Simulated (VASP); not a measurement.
A run of VASP 6.6.1 is set up as follows.

File INCAR:

```
SYSTEM = HfSiO4
PREC = Accurate
ENCUT = 600
EDIFF = 1E-6
ISMEAR = 0
SIGMA = 0.02
LREAL = .FALSE.
LASPH = .TRUE.
NELM = 120
ALGO = Normal
ISIF = 2
LWAVE = .FALSE.
LCHARG = .TRUE.
GGA = PE
LELF = .TRUE.
LVHAR = .TRUE.
NBANDS = 28
GGA_COMPAT = .FALSE.
```

KPOINTS

```
Automatic mesh
0
G
  6 6 10
  0 0 0
```

The input POSCAR:

```
HfSiO4
1.0
    3.1936371561     -3.2899418082      0.0000000000
    3.1936371561      3.2899418082      0.0000000000
    0.0000000000      0.0000000000      2.9746793327
Hf Si O
1 1 4
Direct
    0.0000000000      0.0000000000      0.0000000000
    0.5000000000      0.5000000000      0.5000000000
    0.2213266608      0.2213266608      0.5000000000
    0.6781220867      0.3218779133      0.0000000000
    0.3218779133      0.6781220867      0.0000000000
    0.7786733392      0.7786733392      0.5000000000
```

Potentials or basis: VASP PAW PBE potentials, release 64 (Hf_pv, Si, O).

The run is started by

```bash
$ cat potpaw_PBE.64/Hf_pv/POTCAR potpaw_PBE.64/Si/POTCAR potpaw_PBE.64/O/POTCAR > POTCAR
$ mpirun -np 1 vasp_std > vasp.out
```

**Question.** Predict the largest force.

**Answer.** 0.233 eV/Å.

**Question.** What does it give for the pressure?

**Answer.** -1.9 GPa.

**Question.** Predict the band gap on the k mesh.

**Answer.** 1.77 eV.

Forces in eV/Å, atoms in the order of the input:
```
Hf   0.000  0.000  0.000
Si   0.000  0.000  0.000
O   -0.233  0.000  0.000
O    0.000 -0.147  0.000
O    0.000  0.147  0.000
O    0.233  0.000  0.000
```

Caveat: spin-orbit coupling is left out, which moves the levels of the heavy elements. A k mesh can miss the band edges.
